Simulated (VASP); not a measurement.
Set up this calculation in VASP 6.6.1, as the native input.

| Item | Value |
| --- | --- |
| Task | single point |
| Functional | PBEsol |
| Potentials or basis | VASP PAW PBE potentials, release 64 (Cd_sv_GW, S) |
| Cutoff | 630 eV |
| k mesh | 9 × 9 × 4 |
| Occupations | gaussian, width 0.01 eV |
| Spin | no spin polarisation |
| Dipole correction | no |
| Further INCAR settings | ALGO = Normal; EDIFF = 1e-06; NBANDS = 34 |

The structure of CdS lies in POSCAR:

```
CdS
1.0
    4.1245340297      0.0000000000      0.0000000000
   -2.0622670149      3.5719512485      0.0000000000
    0.0000000000      0.0000000000      6.7092066191
Cd S
2 2
Direct
    0.3333333333      0.6666666667     -0.0368285444
    0.6666666667      0.3333333333      0.4631714556
    0.3333333333      0.6666666667      0.4138285444
    0.6666666667      0.3333333333      0.9138285444
```

This cell differs from its parent crystal: atoms moved along the polar distortion.

The input as run:

INCAR

```
SYSTEM = CdS
  ALGO = Normal
  EDIFF = 1E-6
  ENCUT = 630
  GGA = PS
  GGA_COMPAT = .False.
  ISIF = 2
  ISMEAR = 0
  LASPH = .True.
  LCHARG = .False.
  LREAL = .False.
  LWAVE = .False.
  NBANDS = 34
  NELM = 120
  PREC = Accurate
  SIGMA = 0.01
```

KPOINTS

```
k-points
0
Gamma
  9 9 4
  0 0 0
```

Potentials or basis: VASP PAW PBE potentials, release 64 (Cd_sv_GW, S).

The run is started by

```console
$ cat potpaw_PBE.64/Cd_sv_GW/POTCAR potpaw_PBE.64/S/POTCAR > POTCAR
$ mpirun -np 1 vasp_std > vasp.out
```

It gave:

| Property | Result |
| --- | --- |
| Pressure | 2.7 GPa |
| Largest force | 0.597 eV/Å |
| Band gap on the k mesh | 1.31 eV |

Caveat: the cell differs from its parent crystal (atoms moved along the polar distortion); the stress differs along the axes, from -3 to 6 GPa; the PAW data sets were made with another functional, which shifts forces and pressure a little.

It took 76 s on 1 thread of Intel(R) Xeon(R) 6975P-C (Granite Rapids), on a shared host, peak memory 0.35 GiB.
